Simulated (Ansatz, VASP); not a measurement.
## One calculation of WSe2, two programs

```
W Se
1.0
     3.27025    0.00000    0.00000
    -1.63513    2.83212    0.00000
     0.00000    0.00000   16.66122
W Se
1 2
Cartesian
  0.0000 0.0000 0.1500
  0.0000 1.8881 1.6728
  0.0000 1.8881 14.9884
```

Alike in both runs: task single point; functional PBEsol; k mesh 12 × 12 × 2; occupations gaussian, width 0.05 eV; no spin polarisation.

|  | VASP | Ansatz |
| --- | --- | --- |
| version | VASP 6.6.1 | Ansatz 0.2.0 |
| potentials or method | VASP PAW PBE potentials, release 64 (W_sv, Se), cutoff 520 eV | scalar-relativistic, plane waves, PAW |
| valence electrons in the cell | 26 | 46 |

```csv
,VASP,Ansatz,Ansatz less VASP
gap on the k mesh at the Fermi level (eV),1.58,1.58,-0.001
least direct gap on the mesh (eV),1.70,1.70,+0.004
rms of the force components (eV/Å),1.832,1.815,-0.0174
```

VASP's potentials were made for PBE, not for PBEsol. Atom by atom the forces differ by 0.033 eV/Å (rms over components). The functional is the same, so the differences come from potentials, cutoffs and numerics. VASP's potentials hold 26 valence electrons a cell and Ansatz's 46, so a difference there can come from the potentials and not from the codes.

Spin-orbit coupling is off throughout.
